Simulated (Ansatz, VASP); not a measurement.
# One calculation of GdO, two programs

File INCAR:

```
PREC = Accurate
ENCUT = 520
EDIFF = 1E-6
ISMEAR = 0
SIGMA = 0.05
LREAL = F
LASPH = T
NELM = 150
ALGO = Normal
ISIF = 2
LWAVE = F
LCHARG = F
ISPIN = 2
MAGMOM = 7.72 0
LORBIT = 11
LMAXMIX = 6
LDAU = T
LDAUTYPE = 2
LDAUL = 3 -1
LDAUU = 6 0
LDAUJ = 0 0
LDAUPRINT = 1
GGA = PE
IVDW = 12
NBANDS = 23
```

Contents of KPOINTS:

```
Automatic mesh
0
Gamma
  8 8 8
```

Contents of POSCAR:

```
GdO
1.0
    0.0000000000      2.7000000000      2.7000000000
    2.7000000000      0.0000000000      2.7000000000
    2.7000000000      2.7000000000      0.0000000000
Gd O
1 1
Direct
    0.0000000000      0.0000000000      0.0000000000
    0.2500000000      0.2500000000      0.2500000000
```

Input for Ansatz:

```yaml
crystal:
  lattice:
    - [0.0, 2.7, 2.7]
    - [2.7, 0.0, 2.7]
    - [2.7, 2.7, 0.0]
  atoms:
    - { symbol: Gd, position: [0.0, 0.0, 0.0], spin: 7.72 }
    - { symbol: O, position: [0.25, 0.25, 0.25] }
basis:
  ecutwfc: 420
  ecutrho_ratio: 4
kpoints:
  mp_grid: { grid: [8, 8, 8] }
hamiltonian:
  xc: pbe
  dispersion: d3bj
  hubbard: { sites: [{ species: Gd, l: f, u_eff: 6.0 }] }
scf:
  occupations: { method: gaussian, width: 0.05 }
  lower_state_search: "off"
output:
  forces: true
  stress: true
  eigenvalues: true
  populations: true
  hubbard: { sites: [{ species: Gd, l: f }] }
magnetization:
  spin_polarized: true
checkpoint:
  read: start.run
  write: ck
  compress: false
  write_wavefunctions: false
  write_every: 100000
```

Alike in both runs: task single point; functional PBE; dispersion D3(BJ); k mesh 8 × 8 × 8; occupations gaussian, width 0.05 eV; collinear spin; Hubbard terms Gd f U = 6.0 eV.

```csv
,VASP,Ansatz
version,VASP 6.6.1,Ansatz 0.2.0
potentials or method,"VASP PAW PBE potentials, release 64 (Gd, O), cutoff 520 eV","scalar-relativistic, plane waves, PAW"
valence electrons in the cell,24,24
```

Ansatz gave:

| Quantity | Value |
| --- | --- |
| gap on the k mesh at the Fermi level (eV) | none |
| pressure (GPa) | -2.5 |
| net moment per atom (μB) | 3.97 |
| size of the moment on the site where the two differ most (μB) | 7.02 |

What did VASP give for the same quantities?

gap on the k mesh at the Fermi level (eV): none; pressure (GPa): -2.4; net moment per atom (μB): 3.97; size of the moment on the site where the two differ most (μB): 7.07.

Site moments also hang on the region over which each program counts them. The programs project onto different local orbitals, so the same U acts differently, and such runs can settle in different states. A gap of «none» marks a metal or a gap that the smearing closes. Ansatz's warnings: filled band counts differ across k points, stability check not made.

Spin-orbit coupling is off throughout.
